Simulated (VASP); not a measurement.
# Rh (Pm-3m) in VASP: a series of runs

The runs below take Rh through single point, relaxation of cell and atoms, with PBE.

Program: VASP 6.6.1. These are calculated values, not measurements. Logs are shortened: lines on timing, memory, paths and dates and some standing lists are left out, and cuts for length are marked.

## Step 1: The cell of the first run

It takes space group Pm-3m (No. 221, cubic). The conventional cell has a = 3.539 Å, b = 3.539 Å, c = 3.539 Å, α = 90.00°, β = 90.00°, γ = 90.00°. Rh (site symmetry 4/mmm) has 8 Rh at 2.50 Å within 3.3 Å.

The cell was built from a structure type or drawn by symmetry, and may not be a known phase.

## Step 2: Single point, PBE

INCAR

```
  ALGO = Normal
  EDIFF = 1E-6
  ENCUT = 500
  GGA = PE
  GGA_COMPAT = False
  ISIF = 2
  ISMEAR = 0
  LASPH = True
  LCHARG = True
  LELF = True
  LREAL = False
  LVHAR = True
  LWAVE = False
  NBANDS = 30
  NELM = 120
  PREC = Accurate
  SIGMA = 0.1
```

KPOINTS

```
k-points
0
Gamma
  6 6 6
```

POSCAR

```
Rh
1.0
    3.5393752100      0.0000000000      0.0000000000
    0.0000000000      3.5393752100      0.0000000000
    0.0000000000      0.0000000000      3.5393752100
Rh
3
Direct
    0.5000000000      0.0000000000      0.0000000000
    0.0000000000      0.5000000000      0.0000000000
    0.0000000000      0.0000000000      0.5000000000
```

Potentials or basis: VASP PAW PBE potentials, release 64 (Rh_pv).

The run is started by

```bash
> cat potpaw_PBE.64/Rh_pv/POTCAR > POTCAR
> mpirun -np 1 vasp_std > vasp.out
```

OUTCAR:

```text
EDIFF = 1E-6
   ENCUT = 500
   GGA = PE
   ISIF = 2
   ISMEAR = 0
   LASPH = True
   LREAL = False
   NELM = 120
   PREC = Accurate

 ion  position               nearest neighbor table
   1  0.500  0.000  0.000-   2 2.50   3 2.50   3 2.50   2 2.50   2 2.50   3 2.50   3 2.50   2 2.50

   2  0.000  0.500  0.000-   1 2.50   3 2.50   3 2.50   1 2.50   3 2.50   3 2.50   1 2.50   1 2.50

   3  0.000  0.000  0.500-   1 2.50   2 2.50   1 2.50   2 2.50   2 2.50   2 2.50   1 2.50   1 2.50

  LATTYP: Found a simple cubic cell.
 ALAT       =     3.5393752100

  Lattice vectors:

 A1 = (   3.5393752100,   0.0000000000,   0.0000000000)
 A2 = (   0.0000000000,   3.5393752100,   0.0000000000)
 A3 = (   0.0000000000,   0.0000000000,   3.5393752100)

Analysis of symmetry for initial positions (statically):
=====================================================================
 Subroutine PRICEL returns:
 Original cell was already a primitive cell.

 Routine SETGRP: Setting up the symmetry group for a
 simple cubic supercell.

 Subroutine GETGRP returns: Found 48 space group operations
 (whereof 48 operations were pure point group operations)
 out of a pool of 48 trial point group operations.

The static configuration has the point symmetry O_h .

Analysis of symmetry for dynamics (positions and initial velocities):
=====================================================================
 Subroutine PRICEL returns:
 Original cell was already a primitive cell.

 Routine SETGRP: Setting up the symmetry group for a
 simple cubic supercell.

 Subroutine GETGRP returns: Found 48 space group operations
 (whereof 48 operations were pure point group operations)
 out of a pool of 48 trial point group operations.

The dynamic configuration has the point symmetry O_h .

 Subroutine INISYM returns: Found 48 space group operations
 (whereof 48 operations are pure point group operations),
 and found     1 'primitive' translations

----------------------------------------------------------------------------------------

                                     Primitive cell

  volume of cell :      44.3384

  direct lattice vectors                    reciprocal lattice vectors
     3.539375210  0.000000000  0.000000000     0.282535742  0.000000000  0.000000000
     0.000000000  3.539375210  0.000000000     0.000000000  0.282535742  0.000000000
     0.000000000  0.000000000  3.539375210     0.000000000  0.000000000  0.282535742

  length of vectors
     3.539375210  3.539375210  3.539375210     0.282535742  0.282535742  0.282535742

  position of ions in fractional coordinates (direct lattice)
     0.500000000  0.000000000  0.000000000
     0.000000000  0.500000000  0.000000000
     0.000000000  0.000000000  0.500000000

  ion indices of the primitive-cell ions
   primitive index   ion index
                 1           1
                 2           2
                 3           3

----------------------------------------------------------------------------------------

 KPOINTS: k-points

Automatic generation of k-mesh.
 Grid dimensions read from file:
 generate k-points for:    6    6    6

 Generating k-lattice:

  Cartesian coordinates                     Fractional coordinates (reciprocal lattice)
     0.047089290  0.000000000  0.000000000     0.166666667  0.000000000  0.000000000
     0.000000000  0.047089290  0.000000000     0.000000000  0.166666667  0.000000000
     0.000000000  0.000000000  0.047089290     0.000000000  0.000000000  0.166666667

  Length of vectors
     0.047089290  0.047089290  0.047089290

  Shift w.r.t. Gamma in fractional coordinates (k-lattice)
     0.000000000  0.000000000  0.000000000

 Subroutine IBZKPT returns following result:
 ===========================================

 Found     20 irreducible k-points:

 Following reciprocal coordinates:
            Coordinates               Weight
  0.000000  0.000000  0.000000      1.000000
  0.166667  0.000000  0.000000      6.000000
  0.333333  0.000000  0.000000      6.000000
  0.500000  0.000000  0.000000      3.000000
  0.166667  0.166667  0.000000     12.000000
  0.333333  0.166667  0.000000     24.000000
[... 12 lines left out ...]
  0.500000  0.500000  0.333333      6.000000
  0.500000  0.500000  0.500000      1.000000
   k-points           NKPTS =     20   k-points in BZ     NKDIM =     20   number of bands    NBANDS=     30
   number of dos      NEDOS =    301   number of ions     NIONS =      3
   total plane-waves  NPLWV =  21952
   dimension x,y,z NGX =    28 NGY =   28 NGZ =   28
   dimension x,y,z NGXF=    56 NGYF=   56 NGZF=   56
   ions per type =               3
   NGX,Y,Z   is equivalent  to a cutoff of  13.15, 13.15, 13.15 a.u.
   NGXF,Y,Z  is equivalent  to a cutoff of  26.30, 26.30, 26.30 a.u.
 SYSTEM =  unknown system
   PREC   = accura    normal or accurate (medium, high low for compatibility)
   ISTART =      0    job   : 0-new  1-cont  2-samecut
   ICHARG =      2    charge: 1-file 2-atom 10-const
   ISPIN  =      1    spin polarized calculation?
   LNONCOLLINEAR =      F non collinear calculations
   LSORBIT =      F    spin-orbit coupling
   LASPH  =      T    aspherical Exc in radial PAW
   ENCUT  =  500.0 eV  36.75 Ry    6.06 a.u.   6.45  6.45  6.45*2*pi/ulx,y,z
   NELM   =    120;   NELMIN=  2; NELMDL= -5     # of ELM steps
   EDIFF  = 0.1E-05   stopping-criterion for ELM
   LREAL  =      F    real-space projection
   EDIFFG = 0.1E-04   stopping-criterion for IOM
   NSW    =      0    number of steps for IOM
   IBRION =     -1    ionic relax: 0-MD 1-quasi-New 2-CG
   NFREE  =      0    steps in history (QN), initial steepest desc. (CG)
   ISIF   =      2    stress and relaxation
   ISYM   =      2    0-nonsym 1-usesym 2-fastsym
   POTIM  = 0.5000    time-step for ionic-motion
   TEBEG  =    0.0;   TEEND  =   0.0 temperature during run
   PSTRESS=    0.0 pullay stress
   NELECT =      45.0000    total number of electrons
   NUPDOWN=      -1.0000    fix difference up-down
   EMIN   =  10.00;   EMAX   =-10.00  energy-range for DOS
   EFERMI =   0.00;   METHOD = LEGACY
   ISMEAR =     0;   SIGMA  =   0.10  broadening in eV -4-tet -1-fermi 0-gaus
   EFERMI_NEDOS =   21; number of points for ismear=-14 and -15
   IALGO  =     38    algorithm
   IMIX   =      4    mixing-type and parameters
     AMIX     =   0.40;   BMIX     =  1.00
     AMIX_MAG =   1.60;   BMIX_MAG =  1.00
  volume/ion in A,a.u.               =      14.78        99.74
  Fermi-wavevector in a.u.,A,eV,Ry     =   1.645201  3.108980 36.826720  2.706688
  Thomas-Fermi vector in A             =   2.735038
   LORBIT       =      0    0 simple, 1 ext, 2 COOP (PROOUT), +10 PAW based schemes
   GGA     = PE    functional components
   LHFCALC =     F    Hartree Fock is set to
   AEXX    =    0.0000 exact exchange contribution
   IVDW    =     0    specifies the selected vdW correction
   LEPSILON=     F    determine dielectric tensor
   LRPA    =     F    only Hartree local field effects (RPA)
 non-spin polarized calculation
 Gauss-broadening in eV      SIGMA  =   0.10
  energy-cutoff  :      500.00
  volume of cell :       44.34
 maximum number of plane-waves:      1146
 NGX is ok and might be reduce to    28
   NGX = 13   NGY = 13   NGZ = 13

 number of electron      44.9999992 magnetization

 Free energy of the ion-electron system (eV)
  ---------------------------------------------------
  ext. energy  EPLUGINS =         0.00000000
  ---------------------------------------------------
  free energy    TOTEN  =       -19.23224230 eV

  energy without entropy =      -19.18825008  energy(sigma->0) =      -19.21024619

 E-fermi :  10.6071     XC(G=0): -13.3177

 val. band max:       10.5962281305   @ k =   0.5000   0.5000   0.3333
 cond. band min:      10.6148793692   @ k =   0.1667   0.1667   0.0000
 fundamental gap:      0.0186512387
 Fermi energy:        10.6070824741

 k-point     1 :       0.0000    0.0000    0.0000
  band No.  band energies     occupation
      1     -36.5438      2.00000
      2     -36.5438      2.00000
      3     -36.5438      2.00000
      4     -35.7328      2.00000
      5     -35.7328      2.00000
      6     -35.7328      2.00000
[... 22 lines left out ...]
     29      24.1773      0.00000
     30      25.0345      0.00000

 k-point     2 :       0.1667    0.0000    0.0000
  band No.  band energies     occupation
      1     -36.5109      2.00000
      2     -36.5109      2.00000
      3     -36.4878      2.00000
      4     -35.7456      2.00000
      5     -35.7456      2.00000
      6     -35.7372      2.00000
[... 22 lines left out ...]
     29      23.6794      0.00000
     30      24.8404      0.00000

 k-point     3 :       0.3333    0.0000    0.0000
  band No.  band energies     occupation
      1     -36.4351      2.00000
      2     -36.4351      2.00000
      3     -36.3372      2.00000
      4     -35.7876      2.00000
      5     -35.7876      2.00000
      6     -35.7731      2.00000
[... 22 lines left out ...]
     29      22.6989      0.00000
     30      24.3528      0.00000

 k-point     4 :       0.5000    0.0000    0.0000
  band No.  band energies     occupation
      1     -36.3898      2.00000
      2     -36.3898      2.00000
      3     -36.2027      2.00000
      4     -35.9215      2.00000
      5     -35.8206      2.00000
      6     -35.8206      2.00000
[... 22 lines left out ...]
     29      22.3085      0.00000
     30      24.0935      0.00000

 k-point     5 :       0.1667    0.1667    0.0000
  band No.  band energies     occupation
      1     -36.5477      2.00000
      2     -36.4770      2.00000
      3     -36.3744      2.00000
      4     -35.8289      2.00000
      5     -35.7545      2.00000
      6     -35.6947      2.00000
[... 22 lines left out ...]
     29      23.4450      0.00000
     30      24.5274      0.00000
[... 394 lines left out ...]
     29      21.4952      0.00000
     30      21.8868      0.00000

 k-point    18 :       0.5000    0.3333    0.3333
  band No.  band energies     occupation
      1     -36.9103      2.00000
      2     -36.2075      2.00000
      3     -36.1864      2.00000
      4     -36.1477      2.00000
      5     -35.8843      2.00000
      6     -35.7881      2.00000
[... 22 lines left out ...]
     29      20.8758      0.00000
     30      21.0834      0.00000

 k-point    19 :       0.5000    0.5000    0.3333
  band No.  band energies     occupation
      1     -36.9748      2.00000
      2     -36.2538      2.00000
      3     -36.1963      2.00000
      4     -36.1963      2.00000
      5     -35.8316      2.00000
      6     -35.7542      2.00000
[... 22 lines left out ...]
     29      21.5460      0.00000
     30      21.8022      0.00000

 k-point    20 :       0.5000    0.5000    0.5000
  band No.  band energies     occupation
      1     -37.0486      2.00000
      2     -36.2532      2.00000
      3     -36.2532      2.00000
      4     -36.2532      2.00000
      5     -35.7539      2.00000
      6     -35.7539      2.00000
[... 22 lines left out ...]
     29      20.9386      0.00000
     30      21.1856      0.00000

------------------------ aborting loop because EDIFF is reached ----------------------------------------

  FORCE on cell =-STRESS in cart. coord.  units (eV):
  Direction    XX          YY          ZZ          XY          YZ          ZX
  --------------------------------------------------------------------------------------
  -------------------------------------------------------------------------------------
  Total        8.7564808      8.7564808      8.7564808      0.0000000      0.0000000     -0.0000000
  in kB      316.4174068    316.4174068    316.4174068      0.0000000      0.0000000     -0.0000000
  external PRESSURE =     316.4174068 kB  Pullay stress =       0.0000000 kB

 VOLUME and BASIS-vectors are now :
 -----------------------------------------------------------------------------
  energy-cutoff  :      500.00
  volume of cell :       44.34
      direct lattice vectors                 reciprocal lattice vectors
     3.539375210  0.000000000  0.000000000     0.282535742  0.000000000  0.000000000
     0.000000000  3.539375210  0.000000000     0.000000000  0.282535742  0.000000000
     0.000000000  0.000000000  3.539375210     0.000000000  0.000000000  0.282535742

 POSITION                                       TOTAL-FORCE (eV/Angst)
 -----------------------------------------------------------------------------------
      1.76969      0.00000      0.00000         0.000000      0.000000      0.000000
      0.00000      1.76969      0.00000         0.000000      0.000000      0.000000
      0.00000      0.00000      1.76969         0.000000      0.000000      0.000000
 -----------------------------------------------------------------------------------
    total drift:                               -0.000000      0.000000     -0.000000

  FREE ENERGIE OF THE ION-ELECTRON SYSTEM (eV)
  ---------------------------------------------------
  free  energy   TOTEN  =       -19.2322423023 eV

  energy  without entropy=      -19.1882500777  energy(sigma->0) =      -19.21024619
```

Run time: 35 s. Hardware: 1 thread of Intel Xeon 8259CL, shared host; peak memory 0.16 GiB.

What came out:

| Property | Result |
| --- | --- |
| Free energy | -19.2322 eV |
| Pressure | 31.6 GPa |
| Band gap on the k mesh | zero (an odd number of electrons rules out a gap without spin polarisation) |

Levels at points of the mesh, in eV from the Fermi level:
```
           k point  band 21  band 22  band 23  band 24  band 25  band 26
(0.00, 0.00, 0.00)     0.36     1.83     2.25     2.25     2.25     5.65
(0.50, 0.00, 0.00)    -0.93    -0.75    -0.75    -0.45     0.53     2.25
(0.50, 0.50, 0.00)    -1.69    -1.50    -0.72     0.10     1.18     3.07
(0.50, 0.50, 0.50)    -0.05     1.41     1.74     1.74     1.74     2.95
```

Caveat: the cell stands under pressure.

## Step 3: Single point, PBE

This run uses another cell than the first one, of 16.73 Å³/atom.

INCAR

```
SYSTEM = Rh
PREC = Accurate
ENCUT = 500
EDIFF = 1E-6
ISMEAR = 0
SIGMA = 0.1
LREAL = .False.
LASPH = .True.
NELM = 120
ALGO = Normal
ISIF = 2
LWAVE = .False.
LCHARG = .True.
GGA = PE
LELF = .True.
LVHAR = .True.
NBANDS = 30
GGA_COMPAT = .False.
```

KPOINTS

```
regular mesh
0
Gamma
  6 6 6
  0 0 0
```

POSCAR

```
Rh
1.0
    3.6888579851      0.0000000000      0.0000000000
    0.0000000000      3.6888579851      0.0000000000
    0.0000000000      0.0000000000      3.6888579851
Rh
3
Direct
    0.5000000000      0.0000000000      0.0000000000
    0.0000000000      0.5000000000      0.0000000000
    0.0000000000      0.0000000000      0.5000000000
```

Potentials or basis: VASP PAW PBE potentials, release 64 (Rh_pv).

The run is started by

```bash
> cat potpaw_PBE.64/Rh_pv/POTCAR > POTCAR
> mpirun -np 1 vasp_std > vasp.out
```

It took 32 s on 1 thread of Intel Xeon 8259CL, shared host; peak memory 0.16 GiB.

Results (log left out):

```yaml
Free_energy: -19.7467 eV
Pressure: 0.1 GPa
Band_gap_on_the_k_mesh: zero (an odd number of electrons rules out a gap without spin polarisation)
```

Levels at points of the mesh, in eV from the Fermi level:
```csv
k point,band 19,band 20,band 21,band 22,band 23,band 24,band 25,band 26,band 27,band 28
"(0.00, 0.00, 0.00)",-0.73,0.29,0.29,1.49,1.83,1.83,1.83,5.28,5.28,5.28
"(0.50, 0.00, 0.00)",-1.33,-1.16,-0.79,-0.60,-0.60,-0.36,0.43,1.83,9.91,9.91
"(0.50, 0.50, 0.00)",-2.29,-1.37,-1.37,-1.23,-0.58,0.08,0.97,2.98,4.61,4.61
"(0.50, 0.50, 0.50)",-1.05,-0.03,-0.03,1.31,1.42,1.42,1.42,2.95,2.95,2.95
```

## Step 4: Relaxation of cell and atoms, PBE

INCAR

```
SYSTEM = Rh
PREC = Accurate ; ENCUT = 500
EDIFF = 1E-7 ; ISMEAR = 0
SIGMA = 0.1 ; LREAL = .False.
LASPH = .True. ; NELM = 120
ALGO = Normal ; ISIF = 3
LWAVE = .False. ; LCHARG = .False.
GGA = PE ; IBRION = 2
NSW = 90 ; EDIFFG = -0.04
GGA_COMPAT = .False. ; NELMIN = 4
```

KPOINTS

```
Automatic mesh
0
Gamma
  6 6 6
  0 0 0
```

POSCAR

```
Rh
1.0
    3.5393752100      0.0000000000      0.0000000000
    0.0000000000      3.5393752100      0.0000000000
    0.0000000000      0.0000000000      3.5393752100
Rh
3
Direct
    0.5000000000      0.0000000000      0.0000000000
    0.0000000000      0.5000000000      0.0000000000
    0.0000000000      0.0000000000      0.5000000000
```

The run is started by

```bash
> cat potpaw_PBE.64/Rh_pv/POTCAR > POTCAR
> mpirun -np 1 vasp_std > vasp.out
```

Wall time 2.2 min (1 thread of Intel Xeon 8259CL, shared host); peak memory 0.16 GiB.

Results (log left out):

```yaml
Free_energy: -19.7443 eV
Relaxed_volume: 16.73 Å³/atom
Relaxed_cell: a = 3.689 Å, b = 3.689 Å, c = 3.689 Å, α = 90.00°, β = 90.00°, γ = 90.00°
Space_group_after_relaxing_to_0.1_Å: Pm-3m (No. 221)
Energy_gained_by_relaxing: 170.7 meV/atom
Ionic_steps: 5
Pressure_after_relaxing: 0.0 GPa
Band_gap_on_the_k_mesh: zero (an odd number of electrons rules out a gap without spin polarisation)
```

Step by step:
```
step  energy change (eV)  largest force (eV/Å)  pressure (GPa)  volume (Å³)
   1              0.0000                0.0000           31.64        44.34
   2              1.1465                0.0000          -25.79        65.83
   3             -0.5079                0.0000           -2.16        50.80
   4             -0.5119                0.0000           -0.41        50.31
   5             -0.5121                0.0000            0.04        50.19
```

Final structure:
```yaml
crystal:
  lattice:
    - [3.68865, 0.00000, 0.00000]
    - [0.00000, 3.68865, 0.00000]
    - [0.00000, 0.00000, 3.68865]
  atoms:
    - { symbol: Rh, position: [0.50000, 0.00000, 0.00000] }
    - { symbol: Rh, position: [0.00000, 0.50000, 0.00000] }
    - { symbol: Rh, position: [0.00000, 0.00000, 0.50000] }
```

Levels at points of the mesh, in eV from the Fermi level:
| k point | band 20 | band 21 | band 22 | band 23 | band 24 | band 25 | band 26 | band 27 |
| --- | --- | --- | --- | --- | --- | --- | --- | --- |
| (0.00, 0.00, 0.00) | 0.29 | 0.29 | 1.49 | 1.83 | 1.83 | 1.83 | 5.28 | 5.28 |
| (0.50, 0.00, 0.00) | -1.16 | -0.79 | -0.60 | -0.60 | -0.36 | 0.43 | 1.83 | 9.91 |
| (0.50, 0.50, 0.00) | -1.37 | -1.37 | -1.23 | -0.58 | 0.08 | 0.97 | 2.98 | 4.61 |
| (0.50, 0.50, 0.50) | -0.03 | -0.03 | 1.31 | 1.42 | 1.42 | 1.42 | 2.95 | 2.95 |

(Continued in part 2 of 2.)
